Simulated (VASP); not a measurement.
# SiC3 (P-4m2) in VASP: settings compared

The runs below take SiC3 through single point, with PBE, r2SCAN.

Program: VASP 6.6.1. These are calculated values, not measurements. Logs are shortened: lines on timing, memory, paths and dates and some standing lists are left out, and cuts for length are marked.

### Step 1. The cell of the first run

The structure is tetragonal, space group P-4m2 (No. 115). The conventional cell has a = 2.796 Å, b = 2.796 Å, c = 4.090 Å, α = 90.00°, β = 90.00°, γ = 90.00°. Within 2.2 Å of C (site symmetry 2mm) lie 2 C at 1.65 Å and 2 Si at 1.82 Å. C (site symmetry -4m2) has 4 C at 1.65 Å within 2.2 Å. Within 2.4 Å of Si (site symmetry -4m2) lie 4 C at 1.82 Å.

### Step 2. Single point, PBE

File INCAR:

```
SYSTEM = SiC3
PREC = Accurate
ENCUT = 520
EDIFF = 1E-6
ISMEAR = 0
SIGMA = 0.01
LREAL = .False.
LASPH = .True.
NELM = 60
ALGO = Normal
ISIF = 2
LWAVE = .False.
LCHARG = .True.
GGA = PE
LELF = .True.
LVHAR = .True.
NBANDS = 16
```

File KPOINTS:

```
regular mesh
0
Gamma
  6 6 4
  0 0 0
```

File POSCAR:

```
SiC3
1.0
    2.7964006860      0.0000000000      0.0000000000
    0.0000000000      2.7964006860      0.0000000000
    0.0000000000      0.0000000000      4.0900436070
C Si
3 1
Direct
    0.5000000000      0.0000000000      0.7862689766
    0.5000000000      0.5000000000      0.0000000000
    0.0000000000      0.5000000000      0.2137310234
    0.0000000000      0.0000000000      0.5000000000
```

Potentials or basis: VASP PAW PBE potentials, release 64 (C, Si).

The run is started by

```bash
cat potpaw_PBE.64/C/POTCAR potpaw_PBE.64/Si/POTCAR > POTCAR
mpirun -np 1 vasp_std > vasp.out
```

OUTCAR:

```text
SYSTEM = SiC3
   PREC = Accurate
   ENCUT = 520
   EDIFF = 1E-6
   ISMEAR = 0
   LREAL = .False.
   LASPH = .True.
   NELM = 60
   ISIF = 2
   GGA = PE

 ion  position               nearest neighbor table
   1  0.500  0.000  0.786-   2 1.65   2 1.65   4 1.82   4 1.82
   2  0.500  0.500  0.000-   1 1.65   3 1.65   1 1.65   3 1.65
   3  0.000  0.500  0.214-   2 1.65   2 1.65   4 1.82   4 1.82
   4  0.000  0.000  0.500-   1 1.82   3 1.82   3 1.82   1 1.82

  LATTYP: Found a simple tetragonal cell.
 ALAT       =     2.7964006860
 C/A-ratio  =     1.4626099999

  Lattice vectors:

 A1 = (   2.7964006860,   0.0000000000,   0.0000000000)
 A2 = (   0.0000000000,   2.7964006860,   0.0000000000)
 A3 = (   0.0000000000,   0.0000000000,   4.0900436070)

Analysis of symmetry for initial positions (statically):
=====================================================================
 Subroutine PRICEL returns:
 Original cell was already a primitive cell.

 Routine SETGRP: Setting up the symmetry group for a
 simple tetragonal supercell.

 Subroutine GETGRP returns: Found  8 space group operations
 (whereof  8 operations were pure point group operations)
 out of a pool of 16 trial point group operations.

The static configuration has the point symmetry D_2d.

Analysis of symmetry for dynamics (positions and initial velocities):
=====================================================================
 Subroutine PRICEL returns:
 Original cell was already a primitive cell.

 Routine SETGRP: Setting up the symmetry group for a
 simple tetragonal supercell.

 Subroutine GETGRP returns: Found  8 space group operations
 (whereof  8 operations were pure point group operations)
 out of a pool of 16 trial point group operations.

The dynamic configuration has the point symmetry D_2d.

 Subroutine INISYM returns: Found  8 space group operations
 (whereof  8 operations are pure point group operations),
 and found     1 'primitive' translations

----------------------------------------------------------------------------------------

                                     Primitive cell

  volume of cell :      31.9836

  direct lattice vectors                    reciprocal lattice vectors
     2.796400686  0.000000000  0.000000000     0.357602544  0.000000000  0.000000000
     0.000000000  2.796400686  0.000000000     0.000000000  0.357602544  0.000000000
     0.000000000  0.000000000  4.090043607     0.000000000  0.000000000  0.244496171

  length of vectors
     2.796400686  2.796400686  4.090043607     0.357602544  0.357602544  0.244496171

  position of ions in fractional coordinates (direct lattice)
     0.500000000  0.000000000  0.786268977
     0.500000000  0.500000000  0.000000000
     0.000000000  0.500000000  0.213731023
     0.000000000  0.000000000  0.500000000

  ion indices of the primitive-cell ions
   primitive index   ion index
                 1           1
                 2           2
                 3           3
                 4           4

----------------------------------------------------------------------------------------

 KPOINTS: regular mesh

Automatic generation of k-mesh.
 Grid dimensions read from file:
 generate k-points for:    6    6    4

 Generating k-lattice:

  Cartesian coordinates                     Fractional coordinates (reciprocal lattice)
     0.059600424  0.000000000  0.000000000     0.166666667  0.000000000  0.000000000
     0.000000000  0.059600424  0.000000000     0.000000000  0.166666667  0.000000000
     0.000000000  0.000000000  0.061124043     0.000000000  0.000000000  0.250000000

  Length of vectors
     0.059600424  0.059600424  0.061124043

  Shift w.r.t. Gamma in fractional coordinates (k-lattice)
     0.000000000  0.000000000  0.000000000

 Subroutine IBZKPT returns following result:
 ===========================================

 Found     30 irreducible k-points:

 Following reciprocal coordinates:
            Coordinates               Weight
  0.000000  0.000000  0.000000      1.000000
  0.166667  0.000000  0.000000      4.000000
  0.333333  0.000000  0.000000      4.000000
  0.500000  0.000000  0.000000      2.000000
  0.166667  0.166667  0.000000      4.000000
  0.333333  0.166667  0.000000      8.000000
[... 16 lines left out ...]
  0.333333  0.000000  0.500000      4.000000
  0.500000  0.000000  0.500000      2.000000
 [... further k-points ...]
   k-points           NKPTS =     30   k-points in BZ     NKDIM =     30   number of bands    NBANDS=     16
   number of dos      NEDOS =    301   number of ions     NIONS =      4
   total plane-waves  NPLWV =  17280
   dimension x,y,z NGX =    24 NGY =   24 NGZ =   30
   dimension x,y,z NGXF=    48 NGYF=   48 NGZF=   60
   ions per type =               3   1
   NGX,Y,Z   is equivalent  to a cutoff of  14.27, 14.27, 12.19 a.u.
   NGXF,Y,Z  is equivalent  to a cutoff of  28.54, 28.54, 24.39 a.u.
 SYSTEM =  SiC3
   PREC   = accura    normal or accurate (medium, high low for compatibility)
   ISTART =      0    job   : 0-new  1-cont  2-samecut
   ICHARG =      2    charge: 1-file 2-atom 10-const
   ISPIN  =      1    spin polarized calculation?
   LNONCOLLINEAR =      F non collinear calculations
   LSORBIT =      F    spin-orbit coupling
   LASPH  =      T    aspherical Exc in radial PAW
   ENCUT  =  520.0 eV  38.22 Ry    6.18 a.u.   5.20  5.20  7.60*2*pi/ulx,y,z
   NELM   =     60;   NELMIN=  2; NELMDL= -5     # of ELM steps
   EDIFF  = 0.1E-05   stopping-criterion for ELM
   LREAL  =      F    real-space projection
   EDIFFG = 0.1E-04   stopping-criterion for IOM
   NSW    =      0    number of steps for IOM
   IBRION =     -1    ionic relax: 0-MD 1-quasi-New 2-CG
   NFREE  =      0    steps in history (QN), initial steepest desc. (CG)
   ISIF   =      2    stress and relaxation
   ISYM   =      2    0-nonsym 1-usesym 2-fastsym
   POTIM  = 0.5000    time-step for ionic-motion
   TEBEG  =    0.0;   TEEND  =   0.0 temperature during run
   PSTRESS=    0.0 pullay stress
   NELECT =      16.0000    total number of electrons
   NUPDOWN=      -1.0000    fix difference up-down
   EMIN   =  10.00;   EMAX   =-10.00  energy-range for DOS
   EFERMI =   0.00;   METHOD = LEGACY
   ISMEAR =     0;   SIGMA  =   0.01  broadening in eV -4-tet -1-fermi 0-gaus
   EFERMI_NEDOS =   21; number of points for ismear=-14 and -15
   IALGO  =     38    algorithm
   IMIX   =      4    mixing-type and parameters
     AMIX     =   0.40;   BMIX     =  1.00
     AMIX_MAG =   1.60;   BMIX_MAG =  1.00
  volume/ion in A,a.u.               =       8.00        53.96
  Fermi-wavevector in a.u.,A,eV,Ry     =   1.299589  2.455866 22.979297  1.688931
  Thomas-Fermi vector in A             =   2.430843
   LORBIT       =      0    0 simple, 1 ext, 2 COOP (PROOUT), +10 PAW based schemes
   GGA     = PE    functional components
   LHFCALC =     F    Hartree Fock is set to
   AEXX    =    0.0000 exact exchange contribution
   IVDW    =     0    specifies the selected vdW correction
   LEPSILON=     F    determine dielectric tensor
   LRPA    =     F    only Hartree local field effects (RPA)
 non-spin polarized calculation
 Gauss-broadening in eV      SIGMA  =   0.01
  energy-cutoff  :      520.00
  volume of cell :       31.98
 maximum number of plane-waves:       888
 NGX is ok and might be reduce to    24
   NGX = 11   NGY = 11   NGZ = 15

 number of electron      16.0000000 magnetization

 Free energy of the ion-electron system (eV)
  ---------------------------------------------------
  ext. energy  EPLUGINS =         0.00000000
  ---------------------------------------------------
  free energy    TOTEN  =       -31.07561628 eV

  energy without entropy =      -31.07561628  energy(sigma->0) =      -31.07561628

 E-fermi :   9.4779     XC(G=0): -12.1022

 val. band max:        9.4261124454   @ k =   0.0000   0.0000   0.0000
 cond. band min:      11.0660597595   @ k =   0.5000   0.5000   0.0000
 fundamental gap:      1.6399473141
 Fermi energy:         9.4779204841

 k-point     1 :       0.0000    0.0000    0.0000
  band No.  band energies     occupation
      1      -9.2699      2.00000
      2      -2.6524      2.00000
      3      -1.4009      2.00000
      4       3.9790      2.00000
      5       3.9790      2.00000
      6       8.7459      2.00000
[... 8 lines left out ...]
     15      22.8513      0.00000
     16      24.1400      0.00000

 k-point     2 :       0.1667    0.0000    0.0000
  band No.  band energies     occupation
      1      -8.8524      2.00000
      2      -2.4984      2.00000
      3      -1.1170      2.00000
      4       2.3176      2.00000
      5       4.2598      2.00000
      6       7.4454      2.00000
[... 8 lines left out ...]
     15      23.2777      0.00000
     16      23.3097      0.00000

 k-point     3 :       0.3333    0.0000    0.0000
  band No.  band energies     occupation
      1      -7.6434      2.00000
      2      -3.1909      2.00000
      3      -0.4014      2.00000
      4       1.3763      2.00000
      5       4.6301      2.00000
      6       4.9546      2.00000
[... 8 lines left out ...]
     15      21.3090      0.00000
     16      22.5635      0.00000

 k-point     4 :       0.5000    0.0000    0.0000
  band No.  band energies     occupation
      1      -6.2575      2.00000
      2      -4.8337      2.00000
      3       0.4869      2.00000
      4       2.6233      2.00000
      5       2.9770      2.00000
      6       3.1875      2.00000
[... 8 lines left out ...]
     15      20.6972      0.00000
     16      21.9813      0.00000
[... 324 lines left out ...]
 k-point    22 :       0.1667    0.0000    0.5000
  band No.  band energies     occupation
      1      -7.8217      2.00000
      2      -5.9616      2.00000
      3       2.0329      2.00000
      4       3.6021      2.00000
      5       4.6698      2.00000
      6       5.7760      2.00000
[... 8 lines left out ...]
     15      20.0551      0.00000
     16      21.1676      0.00000

 k-point    23 :       0.3333    0.0000    0.5000
  band No.  band energies     occupation
      1      -6.7463      2.00000
      2      -4.8163      2.00000
      3      -0.8284      2.00000
      4       0.9340      2.00000
      5       5.2176      2.00000
      6       6.2892      2.00000
[... 8 lines left out ...]
     15      19.8100      0.00000
     16      21.7378      0.00000

 k-point    24 :       0.5000    0.0000    0.5000
  band No.  band energies     occupation
      1      -5.7418      2.00000
      2      -4.0385      2.00000
      3      -1.9156      2.00000
      4      -1.1201      2.00000
      5       5.5449      2.00000
      6       6.7186      2.00000
[... 8 lines left out ...]
     15      20.7164      0.00000
     16      22.0563      0.00000

 [... further k-points ...]

------------------------ aborting loop because EDIFF is reached ----------------------------------------

  FORCE on cell =-STRESS in cart. coord.  units (eV):
  Direction    XX          YY          ZZ          XY          YZ          ZX
  --------------------------------------------------------------------------------------
  -------------------------------------------------------------------------------------
  Total        0.6169811      0.6169811      0.7667056      0.0000000      0.0000000      0.0000000
  in kB       30.9069171     30.9069171     38.4071874      0.0000000      0.0000000      0.0000000
  external PRESSURE =      33.4070072 kB  Pullay stress =       0.0000000 kB

 VOLUME and BASIS-vectors are now :
 -----------------------------------------------------------------------------
  energy-cutoff  :      520.00
  volume of cell :       31.98
      direct lattice vectors                 reciprocal lattice vectors
     2.796400686  0.000000000  0.000000000     0.357602544  0.000000000  0.000000000
     0.000000000  2.796400686  0.000000000     0.000000000  0.357602544  0.000000000
     0.000000000  0.000000000  4.090043607     0.000000000  0.000000000  0.244496171

 POSITION                                       TOTAL-FORCE (eV/Angst)
 -----------------------------------------------------------------------------------
      1.39820      0.00000      3.21587        -0.000000     -0.000000      0.318470
      1.39820      1.39820      0.00000         0.000000      0.000000      0.000000
      0.00000      1.39820      0.87417         0.000000     -0.000000     -0.318470
      0.00000      0.00000      2.04502         0.000000     -0.000000      0.000000
 -----------------------------------------------------------------------------------
    total drift:                                0.000000     -0.000000     -0.000000

  FREE ENERGIE OF THE ION-ELECTRON SYSTEM (eV)
  ---------------------------------------------------
  free  energy   TOTEN  =       -31.0756162809 eV

  energy  without entropy=      -31.0756162809  energy(sigma->0) =      -31.07561628
```

Wall time 29 s (1 thread of AMD EPYC 7R13, shared host); peak memory 0.11 GiB.

What came out:

- Free energy: -31.0756 eV
- Pressure: 3.3 GPa
- Largest force: 0.318 eV/Å
- Band gap on the k mesh: 1.64 eV, indirect (least direct gap 1.85 eV)

Forces on the atoms (eV/Å):
```
C    0.000  0.000  0.318
C    0.000  0.000  0.000
C    0.000  0.000 -0.318
Si   0.000  0.000  0.000
```

Stress tensor (GPa, compression positive):
```
3.09 0.00 0.00
0.00 3.09 0.00
0.00 0.00 3.84
```

Levels at points of the mesh, in eV from the valence-band top:
```csv
k point,band 5,band 6,band 7,band 8,band 9,band 10,band 11,band 12
"(0.00, 0.00, 0.00)",-5.45,-0.68,0.00,0.00,1.85,2.88,5.06,5.57
"(0.50, 0.00, 0.00)",-6.45,-6.24,-4.00,-0.85,4.73,5.85,6.07,7.55
"(0.50, 0.50, 0.00)",-6.12,-5.31,-5.31,-3.87,1.64,1.64,1.97,5.10
"(0.00, 0.00, 0.50)",-4.99,-4.05,-1.45,-1.45,2.68,2.98,6.02,7.89
"(0.50, 0.00, 0.50)",-3.88,-2.71,-2.27,-0.73,3.01,5.58,6.18,6.19
"(0.50, 0.50, 0.50)",-7.14,-6.71,-6.71,-6.32,5.42,5.42,6.06,8.78
```

A k mesh can miss the band edges. PBE gaps usually lie below the measured ones, often by a third to a half.

### Step 3. Single point, r2SCAN

POSCAR is that of step 2.

File INCAR.step1:

```
SYSTEM = SiC3
PREC     = Accurate       ! precision mode
ENCUT    = 520            ! plane-wave cutoff, eV
ISMEAR   = 0              ! smearing method
SIGMA    = 0.01           ! smearing width, eV
LREAL    = .False.        ! projectors in reciprocal space
LASPH    = .True.         ! aspherical terms in the spheres
NELM     = 80             ! most SCF steps
NBANDS   = 16             ! bands
GGA      = PE             ! functional
ALGO     = Normal         ! electronic algorithm
EDIFF    = 1E-4           ! SCF threshold, eV
LWAVE    = .True.         ! write WAVECAR
LCHARG   = .False.        ! write CHGCAR
```

File INCAR.step2:

```
SYSTEM = SiC3
PREC     = Accurate       ! precision mode
ENCUT    = 520            ! plane-wave cutoff, eV
EDIFF    = 1E-6           ! SCF threshold, eV
ISMEAR   = 0              ! smearing method
SIGMA    = 0.01           ! smearing width, eV
LREAL    = .False.        ! projectors in reciprocal space
LASPH    = .True.         ! aspherical terms in the spheres
NELM     = 80             ! most SCF steps
ALGO     = Normal         ! electronic algorithm
ISIF     = 2              ! what is computed and relaxed
LWAVE    = .False.        ! write WAVECAR
LCHARG   = .False.        ! write CHGCAR
METAGGA  = R2SCAN         ! meta-GGA
LMIXTAU  = .True.       
NBANDS   = 16             ! bands
ISTART   = 1
```

KPOINTS is that of step 2.

Potentials or basis: VASP PAW PBE potentials, release 64 (C, Si).

The run is started by

```bash
cat potpaw_PBE.64/C/POTCAR potpaw_PBE.64/Si/POTCAR > POTCAR
cp INCAR.step1 INCAR
mpirun -np 1 vasp_std > vasp.out
cp INCAR.step2 INCAR
mpirun -np 1 vasp_std > vasp.out
```

Run time: 2 min. Hardware: 1 thread of AMD EPYC 7R13, shared host; peak memory 0.12 GiB.

Results (log left out):

```yaml
Free_energy: -36.7226 eV
Pressure: 0.0 GPa
Largest_force: 0.050 eV/Å
Band_gap_on_the_k_mesh: 1.96 eV, indirect (least direct gap 2.15 eV)
```

Forces on the atoms (eV/Å):
```
C    0.000  0.000 -0.050
C    0.000  0.000  0.000
C    0.000  0.000  0.050
Si   0.000  0.000  0.000
```

Stress tensor (GPa, compression positive):
```
 0.21  0.00  0.00
 0.00  0.21  0.00
 0.00  0.00 -0.29
```

Levels at points of the mesh, in eV from the valence-band top:
```csv
k point,band 5,band 6,band 7,band 8,band 9,band 10,band 11,band 12
"(0.00, 0.00, 0.00)",-5.67,-0.67,0.00,0.00,2.15,3.11,5.47,5.98
"(0.50, 0.00, 0.00)",-6.71,-6.46,-4.12,-0.94,5.05,6.33,6.64,8.07
"(0.50, 0.50, 0.00)",-6.36,-5.55,-5.55,-4.12,1.96,1.96,2.22,5.65
"(0.00, 0.00, 0.50)",-5.18,-4.20,-1.53,-1.53,2.94,3.28,6.53,8.43
"(0.50, 0.00, 0.50)",-3.99,-2.80,-2.38,-0.82,3.26,6.01,6.60,6.61
"(0.50, 0.50, 0.50)",-7.42,-6.96,-6.96,-6.60,5.98,5.98,6.59,9.33
```

Caveat: the PAW data sets were made with another functional, which shifts forces and pressure a little. A k mesh can miss the band edges.
